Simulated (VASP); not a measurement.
# Zn in VASP: a series of runs

Zn is run at these levels: PBEsol; tasks: single point.

Everything below comes from runs of VASP 6.6.1. Logs are shortened: lines on timing, memory, paths and dates and some standing lists are left out, and cuts for length are marked.

## Step 1: The cell of the first run

The structure is hexagonal, space group P6_3/mmc (No. 194). Conventional cell: a = 2.718 Å, b = 2.718 Å, c = 4.947 Å, α = 90.00°, β = 90.00°, γ = 120.00°. Zn (site symmetry -6m2) has 12 Zn at 2.72 to 2.93 Å within 3.6 Å.

## Step 2: Single point, PBEsol (equal xx and yy strain of +2 %)

File INCAR:

```
SYSTEM = Zn
ALGO = Normal
EDIFF = 1E-6
ENCUT = 520
GGA = PS
ISIF = 2
ISMEAR = -1
LASPH = .TRUE.
LCHARG = .FALSE.
LREAL = .FALSE.
LWAVE = .FALSE.
NBANDS = 19
NELM = 100
PREC = Accurate
SIGMA = 0.03
```

File KPOINTS:

```
k-points
0
G
  16 16 8
  0 0 0
```

File POSCAR:

```
Zn
1.0
    2.7180940143      0.0000000000      0.0000000000
   -1.3590470071      2.3539384662      0.0000000000
    0.0000000000      0.0000000000      4.9467000000
Zn
2
Direct
    0.3333333333      0.6666666667      0.2500000000
    0.6666666667      0.3333333333      0.7500000000
```

Potentials or basis: VASP PAW PBE potentials, release 64 (Zn).

The run is started by

```bash
$ cat potpaw_PBE.64/Zn/POTCAR > POTCAR
$ mpirun -np 1 vasp_std > vasp.out
```

OUTCAR:

```text
SYSTEM = Zn
   EDIFF = 1E-6
   ENCUT = 520
   GGA = PS
   ISIF = 2
   ISMEAR = -1
   LASPH = .TRUE.
   LREAL = .FALSE.
   NELM = 100
   PREC = Accurate

 ion  position               nearest neighbor table
   1  0.333  0.667  0.250-   2 2.93   2 2.93   2 2.93   2 2.93   2 2.93   2 2.93
   2  0.667  0.333  0.750-   1 2.93   1 2.93   1 2.93   1 2.93   1 2.93   1 2.93

  LATTYP: Found a hexagonal cell.
 ALAT       =     2.7180940143
 C/A-ratio  =     1.8199149750

  Lattice vectors:

 A1 = (   2.7180940143,   0.0000000000,   0.0000000000)
 A2 = (  -1.3590470071,   2.3539384662,   0.0000000000)
 A3 = (   0.0000000000,   0.0000000000,   4.9467000000)

Analysis of symmetry for initial positions (statically):
=====================================================================
 Subroutine PRICEL returns:
 Original cell was already a primitive cell.

 Routine SETGRP: Setting up the symmetry group for a
 hexagonal supercell.

 Subroutine GETGRP returns: Found 24 space group operations
 (whereof 12 operations were pure point group operations)
 out of a pool of 24 trial point group operations.

The static configuration has the point symmetry D_3d.
 The point group associated with its full space group is D_6h.

Analysis of symmetry for dynamics (positions and initial velocities):
=====================================================================
 Subroutine PRICEL returns:
 Original cell was already a primitive cell.

 Routine SETGRP: Setting up the symmetry group for a
 hexagonal supercell.

 Subroutine GETGRP returns: Found 24 space group operations
 (whereof 12 operations were pure point group operations)
 out of a pool of 24 trial point group operations.

The dynamic configuration has the point symmetry D_3d.
 The point group associated with its full space group is D_6h.

 Subroutine INISYM returns: Found 24 space group operations
 (whereof 12 operations are pure point group operations),
 and found     1 'primitive' translations

----------------------------------------------------------------------------------------

                                     Primitive cell

  volume of cell :      31.6501

  direct lattice vectors                    reciprocal lattice vectors
     2.718094014  0.000000000  0.000000000     0.367904861  0.212409970  0.000000000
    -1.359047007  2.353938466  0.000000000     0.000000000  0.424819941  0.000000000
[... 80 lines left out ...]
   LNONCOLLINEAR =      F non collinear calculations
   LSORBIT =      F    spin-orbit coupling
   LASPH  =      T    aspherical Exc in radial PAW
   ENCUT  =  520.0 eV  38.22 Ry    6.18 a.u.   5.05  5.05  9.20*2*pi/ulx,y,z
   NELM   =    100;   NELMIN=  2; NELMDL= -5     # of ELM steps
   EDIFF  = 0.1E-05   stopping-criterion for ELM
   LREAL  =      F    real-space projection
   EDIFFG = 0.1E-04   stopping-criterion for IOM
   NSW    =      0    number of steps for IOM
   IBRION =     -1    ionic relax: 0-MD 1-quasi-New 2-CG
   NFREE  =      0    steps in history (QN), initial steepest desc. (CG)
   ISIF   =      2    stress and relaxation
   ISYM   =      2    0-nonsym 1-usesym 2-fastsym
   POTIM  = 0.5000    time-step for ionic-motion
   TEBEG  =    0.0;   TEEND  =   0.0 temperature during run
   PSTRESS=    0.0 pullay stress
   NELECT =      24.0000    total number of electrons
   NUPDOWN=      -1.0000    fix difference up-down
   EMIN   =  10.00;   EMAX   =-10.00  energy-range for DOS
   EFERMI =   0.00;   METHOD = LEGACY
   ISMEAR =    -1;   SIGMA  =   0.03  broadening in eV -4-tet -1-fermi 0-gaus
   EFERMI_NEDOS =   21; number of points for ismear=-14 and -15
   IALGO  =     38    algorithm
   IMIX   =      4    mixing-type and parameters
     AMIX     =   0.40;   BMIX     =  1.00
     AMIX_MAG =   1.60;   BMIX_MAG =  1.00
  volume/ion in A,a.u.               =      15.83       106.79
  Fermi-wavevector in a.u.,A,eV,Ry     =   1.492864  2.821104 30.322521  2.228642
  Thomas-Fermi vector in A             =   2.605338
   LORBIT       =      0    0 simple, 1 ext, 2 COOP (PROOUT), +10 PAW based schemes
   GGA     = PS    functional components
   LHFCALC =     F    Hartree Fock is set to
   AEXX    =    0.0000 exact exchange contribution
   IVDW    =     0    specifies the selected vdW correction
   LEPSILON=     F    determine dielectric tensor
   LRPA    =     F    only Hartree local field effects (RPA)
 non-spin polarized calculation
  energy-cutoff  :      520.00
  volume of cell :       31.65
 maximum number of plane-waves:       870
   NGX = 11   NGY = 11   NGZ = 19

 number of electron      23.9999989 magnetization

 Free energy of the ion-electron system (eV)
  ---------------------------------------------------
  ext. energy  EPLUGINS =         0.00000000
  ---------------------------------------------------
  free energy    TOTEN  =        -3.09564164 eV

  energy without entropy =       -3.09456548  energy(sigma->0) =       -3.09510356

 E-fermi :   2.7285     XC(G=0): -11.4977

 val. band max:        2.7108499379   @ k =   0.3125  -0.0000   0.0000
 cond. band min:       2.7693929906   @ k =   0.4375   0.0625   0.3750
 fundamental gap:      0.0585430526
 Fermi energy:         2.7285197866

 k-point     1 :       0.0000    0.0000    0.0000
  band No.  band energies     occupation
      1      -7.4344      2.00000
      2      -5.7035      2.00000
      3      -5.0642      2.00000
      4      -4.8744      2.00000
      5      -4.8744      2.00000
      6      -4.8236      2.00000
[... 505 lines left out ...]
      6      -4.8153      2.00000
[... 11 lines left out ...]
     18      13.3703      0.00000
     19      14.8441      0.00000

 [... further k-points ...]

------------------------ aborting loop because EDIFF is reached ----------------------------------------

  FORCE on cell =-STRESS in cart. coord.  units (eV):
  Direction    XX          YY          ZZ          XY          YZ          ZX
  --------------------------------------------------------------------------------------
  -------------------------------------------------------------------------------------
  Total       -1.7122317     -1.7122317     -1.0818679     -0.0000000      0.0000000      0.0000000
  in kB      -86.6758195    -86.6758194    -54.7658294     -0.0000000      0.0000000      0.0000000
  external PRESSURE =     -76.0391561 kB  Pullay stress =       0.0000000 kB

 VOLUME and BASIS-vectors are now :
 -----------------------------------------------------------------------------
  energy-cutoff  :      520.00
  volume of cell :       31.65
      direct lattice vectors                 reciprocal lattice vectors
     2.718094014  0.000000000  0.000000000     0.367904861  0.212409970  0.000000000
    -1.359047007  2.353938466  0.000000000     0.000000000  0.424819941  0.000000000
     0.000000000  0.000000000  4.946700000     0.000000000  0.000000000  0.202154972

 POSITION                                       TOTAL-FORCE (eV/Angst)
 -----------------------------------------------------------------------------------
     -0.00000      1.56929      1.23667         0.000000      0.000000      0.000000
      1.35905      0.78465      3.71002        -0.000000     -0.000000     -0.000000
 -----------------------------------------------------------------------------------
    total drift:                               -0.000000      0.000000      0.000000

  FREE ENERGIE OF THE ION-ELECTRON SYSTEM (eV)
  ---------------------------------------------------
  free  energy   TOTEN  =        -3.0956416366 eV

  energy  without entropy=       -3.0945654805  energy(sigma->0) =       -3.09510356
```

OSZICAR:

```text
N       E                     dE             d eps       ncg     rms          rms(c)
DAV:   1     0.112169681334E+03    0.11217E+03   -0.12343E+04  5828   0.196E+03
DAV:   2     0.182639623226E+01   -0.11034E+03   -0.10665E+03  5729   0.292E+02
DAV:   3    -0.332838132443E+01   -0.51548E+01   -0.51352E+01  6407   0.698E+01
DAV:   4    -0.335998196435E+01   -0.31601E-01   -0.31592E-01  6266   0.569E+00
DAV:   5    -0.336002365877E+01   -0.41694E-04   -0.41694E-04  6246   0.186E-01    0.375E+00
DAV:   6    -0.311264217713E+01    0.24738E+00   -0.10225E+00  6309   0.210E+01    0.284E+00
DAV:   7    -0.310153369040E+01    0.11108E-01   -0.34945E-02  7315   0.315E+00    0.150E+00
DAV:   8    -0.309566796868E+01    0.58657E-02   -0.20068E-03  7707   0.618E-01    0.497E-02
DAV:   9    -0.309563700181E+01    0.30967E-04   -0.20066E-04  7772   0.189E-01    0.372E-02
DAV:  10    -0.309564183097E+01   -0.48292E-05   -0.19466E-05  5965   0.365E-02    0.311E-03
DAV:  11    -0.309564163663E+01    0.19434E-06   -0.53367E-07  3372   0.131E-02
   1 F= -.30956416E+01 E0= -.30951036E+01  d E =-.107616E-02
```

stdout:

```text
POSCAR found type information on POSCAR Zn
 POSCAR found :  1 types and       2 ions
 scaLAPACK will be used
 -----------------------------------------------------------------------------
|                                                                             |
|                                                                             |
|     You enforced a specific xc type in the INCAR file but a different       |
|     I HOPE YOU KNOW WHAT YOU ARE DOING!                                     |
|                                                                             |
 -----------------------------------------------------------------------------

 LDA part: xc-table for (Slater+PW92), standard interpolation
 POSCAR, INCAR and KPOINTS ok, starting setup
 FFT: planning ... GRIDC
 FFT: planning ... GRID_SOFT
 FFT: planning ... GRID
 WAVECAR not read
 entering main loop
```

Wall time 32 s (1 thread of Intel Xeon Platinum 8488C (Sapphire Rapids), shared host); peak memory 0.19 GiB.

What came out:

```yaml
Free_energy: -3.0956 eV
Pressure: -7.6 GPa
Band_gap_on_the_k_mesh: zero (band 12 reaches 4.03 eV, above the bottom of band 13 at -0.17 eV)
```

Stress tensor (GPa, compression positive):
```
-8.67  0.00  0.00
 0.00 -8.67  0.00
 0.00  0.00 -5.48
```

Caveat: the cell differs from its parent crystal (equal xx and yy strain of +2 %); the PAW data sets were made with another functional, which shifts forces and pressure a little.

## Step 3: Single point, PBEsol (equal xy, yz and zx shear strains of -2 %)

File INCAR:

```
SYSTEM = Zn
ALGO = Normal
EDIFF = 1E-7
ENCUT = 520
GGA = PS
ISIF = 2
ISMEAR = -1
LASPH = .True.
LCHARG = .False.
LREAL = .False.
LWAVE = .False.
NBANDS = 19
NELM = 100
PREC = Accurate
SIGMA = 0.03
```

File KPOINTS:

```
k-points
0
Gamma
  16 16 8
  0 0 0
```

File POSCAR:

```
Zn
1.0
    2.6647980532     -0.0266479805     -0.0266479805
   -1.3554768547      2.3211068003     -0.0097538378
   -0.0494670000     -0.0494670000      4.9467000000
Zn
2
Direct
    0.3333333333      0.6666666667      0.2500000000
    0.6666666667      0.3333333333      0.7500000000
```

Potentials or basis: VASP PAW PBE potentials, release 64 (Zn).

The run is started by

```bash
$ cat potpaw_PBE.64/Zn/POTCAR > POTCAR
$ mpirun -np 1 vasp_std > vasp.out
```

It took 6.3 min on 1 thread of Intel Xeon 6975P-C, shared host; peak memory 0.54 GiB.

Results (log left out):

```
Free energy            : -3.1431 eV
Pressure               : -5.0 GPa
Largest force          : 0.005 eV/Å
Band gap on the k mesh : zero (band 12 reaches 4.20 eV, above the bottom of band 13 at -0.09 eV)
```

Forces in eV/Å, atoms in the order of the input:
```
Zn  -0.005  0.000  0.000
Zn   0.005  0.000  0.000
```

Stress tensor (GPa, compression positive):
```
-5.08  1.60  1.02
 1.60 -5.12  1.06
 1.02  1.06 -4.86
```

Levels at points of the mesh, in eV from the Fermi level:
| k point | band 10 | band 11 | band 12 | band 13 | band 14 | band 15 |
| --- | --- | --- | --- | --- | --- | --- |
| (0.00, 0.00, 0.00) | -7.10 | -7.09 | -3.68 | -3.07 | 13.58 | 17.02 |
| (0.50, 0.00, 0.00) | -6.89 | -2.79 | -2.07 | 2.57 | 3.77 | 4.11 |
| (0.00, 0.50, 0.00) | -6.90 | -2.88 | -2.20 | 2.50 | 3.57 | 4.00 |
| (0.50, 0.50, 0.00) | -6.91 | -2.98 | -2.34 | 2.45 | 3.36 | 3.88 |
| (0.00, 0.00, 0.50) | -7.19 | -7.17 | -7.16 | 4.55 | 4.55 | 18.17 |
| (0.50, 0.00, 0.50) | -6.90 | -1.96 | -1.67 | 0.01 | 0.47 | 9.65 |
| (0.00, 0.50, 0.50) | -6.90 | -2.02 | -1.80 | -0.09 | 0.24 | 9.68 |
| (0.50, 0.50, 0.50) | -6.91 | -2.04 | -1.97 | -0.15 | -0.03 | 9.81 |

Caveat: the cell differs from its parent crystal (equal xy, yz and zx shear strains of -2 %); the PAW data sets were made with another functional, which shifts forces and pressure a little.

(Part 1 of 2 ends here.)
